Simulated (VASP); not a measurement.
# Ga7N8 (a cell with a defect) in VASP: single point with PBE

Aim: the single point of Ga7N8 (a cell with a defect) with PBE.

Everything below comes from runs of VASP 6.6.1. Logs are shortened: lines on timing, memory, paths and dates and some standing lists are left out, and cuts for length are marked.

## Step 1: The cell of the first run

The cell holds a defect, 15 atoms: a = 6.433 Å, b = 6.433 Å, c = 6.433 Å, α = 60.00°, β = 60.00°, γ = 60.00°.

## Step 2: Single point, PBE

Input file INCAR:

```
SYSTEM = Ga7N8
ALGO = Normal
EDIFF = 1E-6
ENCUT = 520
GGA = PE
ISIF = 2
ISMEAR = 0
LASPH = .True.
LCHARG = .False.
LREAL = Auto
LWAVE = .False.
NBANDS = 78
NELECT = 134.0
NELM = 60
PREC = Accurate
SIGMA = 0.05
```

Input file KPOINTS:

```
k-points
0
Gamma
  4 4 4
  0 0 0
```

Input file POSCAR:

```
Ga7N8
1.0
    0.0000000000      4.5484769843     -4.5484769843
    4.5484769843      4.5484769843      0.0000000000
    4.5484769843      0.0000000000     -4.5484769843
Ga N
7 8
Direct
    0.0088535328      0.4911464672      0.5088535328
    0.4911464672      0.0088535328      0.5088535328
    0.4911464672      0.4911464672      0.5088535328
    0.0088535328      0.0088535328      0.9911464672
    0.0088535328      0.4911464672      0.9911464672
    0.4911464672      0.0088535328      0.9911464672
    0.5000000000      0.5000000000      1.0000000000
    0.1268773392      0.1268773392      0.1193679824
    0.1242781165      0.6252406278      0.1252406278
    0.6252406278      0.1242781165      0.1252406278
    0.6252406278      0.6252406278      0.1252406278
    0.1268773392      0.1268773392      0.6268773392
    0.1268773392      0.6193679824      0.6268773392
    0.6193679824      0.1268773392      0.6268773392
    0.6252406278      0.6252406278      0.6242781165
```

Potentials or basis: VASP PAW PBE potentials, release 64 (Ga_d, N).

Run with:

```
> cat potpaw_PBE.64/Ga_d/POTCAR potpaw_PBE.64/N/POTCAR > POTCAR
> mpirun -np 1 vasp_std > vasp.out
```

OUTCAR:

```text
SYSTEM = Ga7N8
   EDIFF = 1E-6
   ENCUT = 520
   GGA = PE
   ISIF = 2
   ISMEAR = 0
   LASPH = .True.
   LREAL = Auto
   NELECT = 134.0
   NELM = 60
   PREC = Accurate

 ion  position               nearest neighbor table
   1  0.009  0.491  0.509-  12 1.91  13 1.91   9 2.02  15 2.02
   2  0.491  0.009  0.509-  12 1.91  14 1.91  10 2.02  15 2.02
   3  0.491  0.491  0.509-  13 1.91  14 1.91  15 2.02  11 2.02
   4  0.009  0.009  0.991-   8 1.91  12 1.91  10 2.02   9 2.02
   5  0.009  0.491  0.991-   8 1.91  13 1.91   9 2.02  11 2.02
   6  0.491  0.009  0.991-   8 1.91  14 1.91  10 2.02  11 2.02
   7  0.500  0.500  0.000-  11 1.97  10 1.97   9 1.97  15 1.97
   8  0.127  0.127  0.119-   4 1.91   5 1.91   6 1.91
   9  0.124  0.625  0.125-   7 1.97   5 2.02   1 2.02   4 2.02
  10  0.625  0.124  0.125-   7 1.97   6 2.02   2 2.02   4 2.02
  11  0.625  0.625  0.125-   7 1.97   5 2.02   6 2.02   3 2.02
  12  0.127  0.127  0.627-   1 1.91   2 1.91   4 1.91
  13  0.127  0.619  0.627-   1 1.91   3 1.91   5 1.91
  14  0.619  0.127  0.627-   2 1.91   3 1.91   6 1.91
  15  0.625  0.625  0.624-   7 1.97   3 2.02   1 2.02   2 2.02

  LATTYP: Found a face centered cubic cell.
 ALAT       =     9.0969539686

  Lattice vectors:

 A1 = (   0.0000000000,   4.5484769843,  -4.5484769843)
 A2 = (   4.5484769843,   4.5484769843,   0.0000000000)
 A3 = (   4.5484769843,   0.0000000000,  -4.5484769843)

Analysis of symmetry for initial positions (statically):
=====================================================================
 Subroutine PRICEL returns:
 Original cell was already a primitive cell.

 Routine SETGRP: Setting up the symmetry group for a
 face centered cubic supercell.

 Subroutine GETGRP returns: Found 24 space group operations
 (whereof  4 operations were pure point group operations)
 out of a pool of 48 trial point group operations.

The static configuration has the point symmetry C_2v.
 The point group associated with its full space group is T_d .

Analysis of symmetry for dynamics (positions and initial velocities):
=====================================================================
 Subroutine PRICEL returns:
 Original cell was already a primitive cell.

 Routine SETGRP: Setting up the symmetry group for a
 face centered cubic supercell.

 Subroutine GETGRP returns: Found 24 space group operations
 (whereof  4 operations were pure point group operations)
 out of a pool of 48 trial point group operations.

The dynamic configuration has the point symmetry C_2v.
 The point group associated with its full space group is T_d .

 Subroutine INISYM returns: Found 24 space group operations
 (whereof  4 operations are pure point group operations),
 and found     1 'primitive' translations

----------------------------------------------------------------------------------------

                                     Primitive cell

  volume of cell :     188.2036

  direct lattice vectors                    reciprocal lattice vectors
     0.000000000  4.548476984 -4.548476984    -0.109926906  0.109926906 -0.109926906
     4.548476984  4.548476984  0.000000000     0.109926906  0.109926906  0.109926906
     4.548476984  0.000000000 -4.548476984     0.109926906 -0.109926906 -0.109926906

  length of vectors
     6.432517839  6.432517839  6.432517839     0.190398986  0.190398986  0.190398986

  position of ions in fractional coordinates (direct lattice)
     0.008853533  0.491146467  0.508853533
     0.491146467  0.008853533  0.508853533
     0.491146467  0.491146467  0.508853533
     0.008853533  0.008853533  0.991146467
     0.008853533  0.491146467  0.991146467
     0.491146467  0.008853533  0.991146467
     0.500000000  0.500000000  0.000000000
     0.126877339  0.126877339  0.119367982
     0.124278117  0.625240628  0.125240628
     0.625240628  0.124278117  0.125240628
     0.625240628  0.625240628  0.125240628
     0.126877339  0.126877339  0.626877339
     0.126877339  0.619367982  0.626877339
     0.619367982  0.126877339  0.626877339
     0.625240628  0.625240628  0.624278117

  ion indices of the primitive-cell ions
   primitive index   ion index
                 1           1
                 2           2
                 3           3
                 4           4
                 5           5
                 6           6
                 7           7
                 8           8
                 9           9
                10          10
                11          11
                12          12
                13          13
                14          14
                15          15

----------------------------------------------------------------------------------------

 KPOINTS: k-points

Automatic generation of k-mesh.
 Grid dimensions read from file:
 generate k-points for:    4    4    4

 Generating k-lattice:

  Cartesian coordinates                     Fractional coordinates (reciprocal lattice)
    -0.027481726  0.027481726 -0.027481726     0.250000000  0.000000000  0.000000000
     0.027481726  0.027481726  0.027481726     0.000000000  0.250000000  0.000000000
     0.027481726 -0.027481726 -0.027481726     0.000000000  0.000000000  0.250000000

  Length of vectors
     0.047599746  0.047599746  0.047599746

  Shift w.r.t. Gamma in fractional coordinates (k-lattice)
     0.000000000  0.000000000  0.000000000

 Subroutine IBZKPT returns following result:
 ===========================================

 Found      8 irreducible k-points:

 Following reciprocal coordinates:
            Coordinates               Weight
  0.000000  0.000000  0.000000      1.000000
  0.250000  0.000000  0.000000      8.000000
  0.500000  0.000000  0.000000      4.000000
  0.250000  0.250000  0.000000      6.000000
  0.500000  0.250000  0.000000     24.000000
 -0.250000  0.250000  0.000000     12.000000
  0.500000  0.500000  0.000000      3.000000
 -0.250000  0.500000  0.250000      6.000000
   k-points           NKPTS =      8   k-points in BZ     NKDIM =      8   number of bands    NBANDS=     78
   number of dos      NEDOS =    301   number of ions     NIONS =     15
   total plane-waves  NPLWV = 110592
   dimension x,y,z NGX =    48 NGY =   48 NGZ =   48
   dimension x,y,z NGXF=    96 NGYF=   96 NGZF=   96
   ions per type =               7   8
   NGX,Y,Z   is equivalent  to a cutoff of  12.41, 12.41, 12.41 a.u.
   NGXF,Y,Z  is equivalent  to a cutoff of  24.81, 24.81, 24.81 a.u.
 SYSTEM =  Ga7N8
   PREC   = accura    normal or accurate (medium, high low for compatibility)
   ISTART =      0    job   : 0-new  1-cont  2-samecut
   ICHARG =      2    charge: 1-file 2-atom 10-const
   ISPIN  =      1    spin polarized calculation?
   LNONCOLLINEAR =      F non collinear calculations
   LSORBIT =      F    spin-orbit coupling
   LASPH  =      T    aspherical Exc in radial PAW
   ENCUT  =  520.0 eV  38.22 Ry    6.18 a.u.  11.96 11.96 11.96*2*pi/ulx,y,z
   NELM   =     60;   NELMIN=  2; NELMDL= -5     # of ELM steps
   EDIFF  = 0.1E-05   stopping-criterion for ELM
   LREAL  =      T    real-space projection
   EDIFFG = 0.1E-04   stopping-criterion for IOM
   NSW    =      0    number of steps for IOM
   IBRION =     -1    ionic relax: 0-MD 1-quasi-New 2-CG
   NFREE  =      0    steps in history (QN), initial steepest desc. (CG)
   ISIF   =      2    stress and relaxation
   ISYM   =      2    0-nonsym 1-usesym 2-fastsym
   POTIM  = 0.5000    time-step for ionic-motion
   TEBEG  =    0.0;   TEEND  =   0.0 temperature during run
   PSTRESS=    0.0 pullay stress
   NELECT =     134.0000    total number of electrons
   NUPDOWN=      -1.0000    fix difference up-down
   EMIN   =  10.00;   EMAX   =-10.00  energy-range for DOS
   EFERMI =   0.00;   METHOD = LEGACY
   ISMEAR =     0;   SIGMA  =   0.05  broadening in eV -4-tet -1-fermi 0-gaus
   EFERMI_NEDOS =   21; number of points for ismear=-14 and -15
   IALGO  =     38    algorithm
   IMIX   =      4    mixing-type and parameters
     AMIX     =   0.40;   BMIX     =  1.00
     AMIX_MAG =   1.60;   BMIX_MAG =  1.00
  volume/ion in A,a.u.               =      12.55        84.67
  Fermi-wavevector in a.u.,A,eV,Ry     =   1.461842  2.762481 29.075405  2.136982
  Thomas-Fermi vector in A             =   2.578126
   LORBIT       =      0    0 simple, 1 ext, 2 COOP (PROOUT), +10 PAW based schemes
   GGA     = PE    functional components
   LHFCALC =     F    Hartree Fock is set to
   AEXX    =    0.0000 exact exchange contribution
   IVDW    =     0    specifies the selected vdW correction
   LEPSILON=     F    determine dielectric tensor
   LRPA    =     F    only Hartree local field effects (RPA)
 non-spin polarized calculation
 Gauss-broadening in eV      SIGMA  =   0.05
  energy-cutoff  :      520.00
  volume of cell :      188.20
 maximum number of plane-waves:      5104
   NGX = 23   NGY = 23   NGZ = 23

 number of electron     133.9999940 magnetization

 Free energy of the ion-electron system (eV)
  ---------------------------------------------------
  ext. energy  EPLUGINS =         0.00000000
  ---------------------------------------------------
  free energy    TOTEN  =       -73.32734486 eV

  energy without entropy =      -73.32734486  energy(sigma->0) =      -73.32734486

 E-fermi :   5.5018     XC(G=0): -11.2276

 val. band max:        5.3094332388   @ k =   0.0000   0.0000   0.0000
 cond. band min:       5.6870910506   @ k =   0.0000   0.0000   0.0000
 fundamental gap:      0.3776578119
 Fermi energy:         5.5017574668

 k-point     1 :       0.0000    0.0000    0.0000
  band No.  band energies     occupation
      1     -11.6974      2.00000
      2     -11.1945      2.00000
      3     -11.1945      2.00000
      4     -11.1945      2.00000
      5     -10.6041      2.00000
      6     -10.4903      2.00000
[... 70 lines left out ...]
     77      10.5616      0.00000
     78      12.5646      0.00000

 k-point     2 :       0.2500    0.0000    0.0000
  band No.  band energies     occupation
      1     -11.5784      2.00000
      2     -11.2060      2.00000
      3     -11.1825      2.00000
      4     -11.1825      2.00000
      5     -10.5858      2.00000
      6     -10.4975      2.00000
[... 70 lines left out ...]
     77      10.9858      0.00000
     78      11.8399      0.00000
[... 403 lines left out ...]
     77      11.1942      0.00000
     78      11.9118      0.00000

 k-point     8 :      -0.2500    0.5000    0.2500
  band No.  band energies     occupation
      1     -11.3209      2.00000
      2     -11.2339      2.00000
      3     -11.1744      2.00000
      4     -11.1726      2.00000
      5     -10.5308      2.00000
      6     -10.5082      2.00000
[... 70 lines left out ...]
     77      11.3669      0.00000
     78      11.5407      0.00000

------------------------ aborting loop because EDIFF is reached ----------------------------------------

  FORCE on cell =-STRESS in cart. coord.  units (eV):
  Direction    XX          YY          ZZ          XY          YZ          ZX
  --------------------------------------------------------------------------------------
  -------------------------------------------------------------------------------------
  Total       27.0326841     27.0326841     27.0326841     -0.0000000      0.0000000      0.0000000
  in kB      230.1292124    230.1292124    230.1292124     -0.0000000      0.0000000      0.0000000
  external PRESSURE =     230.1292124 kB  Pullay stress =       0.0000000 kB

 VOLUME and BASIS-vectors are now :
 -----------------------------------------------------------------------------
  energy-cutoff  :      520.00
  volume of cell :      188.20
      direct lattice vectors                 reciprocal lattice vectors
     0.000000000  4.548476984 -4.548476984    -0.109926906  0.109926906 -0.109926906
     4.548476984  4.548476984  0.000000000     0.109926906  0.109926906  0.109926906
     4.548476984  0.000000000 -4.548476984     0.109926906 -0.109926906 -0.109926906

 POSITION                                       TOTAL-FORCE (eV/Angst)
 -----------------------------------------------------------------------------------
      4.54848      2.27424     -2.35478         0.000000      0.000000     -0.016908
      2.35478      2.27424     -4.54848         0.016908      0.000000     -0.000000
      4.54848      4.46794     -4.54848         0.000000     -0.016908     -0.000000
      4.54848      0.08054     -4.54848         0.000000      0.016908     -0.000000
      6.74218      2.27424     -4.54848        -0.016908      0.000000     -0.000000
      4.54848      2.27424     -6.74218         0.000000      0.000000      0.016908
      2.27424      4.54848     -2.27424         0.000000      0.000000      0.000000
      1.12004      1.15420     -1.12004         0.003936     -0.003936     -0.003936
      3.41355      3.40917     -1.13493         0.002689     -0.002689      0.002689
      1.13493      3.40917     -3.41355        -0.002689     -0.002689     -0.002689
      3.41355      5.68779     -3.41355         0.002689      0.002689     -0.002689
      3.42844      1.15420     -3.42844        -0.003936     -0.003936      0.003936
      5.66852      3.39428     -3.42844         0.003936      0.003936      0.003936
      3.42844      3.39428     -5.66852        -0.003936      0.003936     -0.003936
      5.68341      5.68779     -5.68341        -0.002689      0.002689      0.002689
 -----------------------------------------------------------------------------------
    total drift:                                0.000002      0.000000     -0.000002

  FREE ENERGIE OF THE ION-ELECTRON SYSTEM (eV)
  ---------------------------------------------------
  free  energy   TOTEN  =       -73.3273448610 eV

  energy  without entropy=      -73.3273448600  energy(sigma->0) =      -73.32734486
```

Wall time 4.4 min (1 thread of Intel Xeon Platinum 8488C (Sapphire Rapids), shared host); peak memory 0.37 GiB.

What came out:

```yaml
Free_energy: -73.3273 eV
Largest_force: 0.017 eV/Å
```

Forces in eV/Å, atoms in the order of the input:
```
Ga   0.000  0.000 -0.017
Ga   0.017  0.000  0.000
Ga   0.000 -0.017  0.000
Ga   0.000  0.017  0.000
Ga  -0.017  0.000  0.000
Ga   0.000  0.000  0.017
Ga   0.000  0.000  0.000
N    0.004 -0.004 -0.004
N    0.003 -0.003  0.003
N   -0.003 -0.003 -0.003
N    0.003  0.003 -0.003
N   -0.004 -0.004  0.004
N    0.004  0.004  0.004
N   -0.004  0.004 -0.004
N   -0.003  0.003  0.003
```

Caveat: the cell carries a net charge on a neutralising background, which shifts energy and pressure; the cell is charged against a uniform background, so pressure and absolute levels hang on convention.
